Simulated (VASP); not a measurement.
Wanted: the native input for a VASP 6.6.1 run.

| Quantity | Value |
| --- | --- |
| Task | relaxation of the atoms |
| Functional | PBEsol |
| Potentials or basis | VASP PAW PBE potentials, release 64 (O, Co, Pd, H) |
| Cutoff | 520 eV |
| k mesh | 12 × 12 × 1 |
| Occupations | gaussian, width 0.1 eV |
| Spin | no spin polarisation |
| Dipole correction | yes |
| Atoms held fixed (from 0) | [0, 1, 4] |
| Further INCAR settings | ALGO = Normal; EDIFF = 1e-06; IBRION = 2; EDIFFG = -0.03; NSW = 90 |

The structure of Co2HPdO4 lies in POSCAR:

```
Co2HPdO4
1.0
    2.8149341055      0.0000000000      0.0000000000
   -1.4074670527      2.4378044453      0.0000000000
    0.0000000000      0.0000000000     26.7806301527
O Co Pd H
4 2 1 1
Selective dynamics
Direct
    0.0000000000      0.0000000000      0.3173935771  F F F
    0.6666666667      0.3333333333      0.3885818984  F F F
    0.6666666667      0.3333333333      0.5366390523  T T T
    0.3333333333      0.6666666667      0.6059737673  T T T
    0.3333333333      0.6666666667      0.3529877377  F F F
    0.0000000000      0.0000000000      0.5731669845  T T T
    0.6666666667      0.3333333333      0.4625774266  T T T
    0.0000000000      0.0000000000      0.6321120619  T T T
```

One way to write it, as run:

INCAR

```
SYSTEM = Co2HPdO4
PREC = Accurate
ENCUT = 520
EDIFF = 1E-6
ISMEAR = 0
SIGMA = 0.1
LREAL = .FALSE.
LASPH = .TRUE.
NELM = 60
ALGO = Normal
ISIF = 2
LWAVE = .FALSE.
LCHARG = .FALSE.
LDIPOL = .TRUE.
IDIPOL = 3
DIPOL = 0.5 0.5 0.484
GGA = PS
IBRION = 2
NSW = 90
EDIFFG = -0.03
```

KPOINTS

```
Automatic mesh
0
G
  12 12 1
  0 0 0
```

Potentials or basis: VASP PAW PBE potentials, release 64 (O, Co, Pd, H).

Launch:

```bash
$ cat potpaw_PBE.64/O/POTCAR potpaw_PBE.64/Co/POTCAR potpaw_PBE.64/Pd/POTCAR potpaw_PBE.64/H/POTCAR > POTCAR
$ mpirun -np 1 vasp_std > vasp.out
```

It gave:

| Item | Value |
| --- | --- |
| Energy gained by relaxing | 33.6 meV/atom |
| Ionic steps | 17 |
| Band gap on the k mesh | zero (an odd number of electrons rules out a gap without spin polarisation) |

Caveat: an odd number of electrons without spin polarisation forces a metal; a magnetic or distorted state may lie lower; the run has no spin polarisation, though such a crystal can be magnetic; semilocal functionals often make such compounds metallic where correlation or magnetic order opens a gap, which also shifts bond lengths.

It took 67 min on 1 thread of Intel Xeon 8259CL (shared host), peak memory 0.43 GiB.
